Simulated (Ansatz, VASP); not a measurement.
**Two plane-wave programs on SiGe2**

```
Si Ge
1.0
     3.04508    0.00000    0.00000
    -1.52254    2.63712    0.00000
     0.00000    0.00000    7.11379
Si Ge
1 2
Direct
  0.00000 0.00000 0.50000
  0.66667 0.33333 0.78861
  0.33333 0.66667 0.21139
```

Alike in both runs: functional PBE; k mesh 18 × 18 × 8; occupations gaussian, width 0.1 eV; no spin polarisation.

Ansatz relaxed the structure, and its values are those at the end. VASP's run is a single point on that final structure, the one shown.

|  | VASP | Ansatz |
| --- | --- | --- |
| version | VASP 6.6.1 | Ansatz 0.2.0 |
| potentials or method | VASP PAW PBE potentials, release 64 (Si, Ge_d), cutoff 520 eV | scalar-relativistic, plane waves, PAW |
| valence electrons in the cell | 32 | 32 |

```tsv
	VASP	Ansatz	Ansatz less VASP
gap on the k mesh at the Fermi level (eV)	none	none	-
pressure (GPa)	0.0	0.0	-0.04
```

A gap of «none» marks a metal or a gap that the smearing closes.
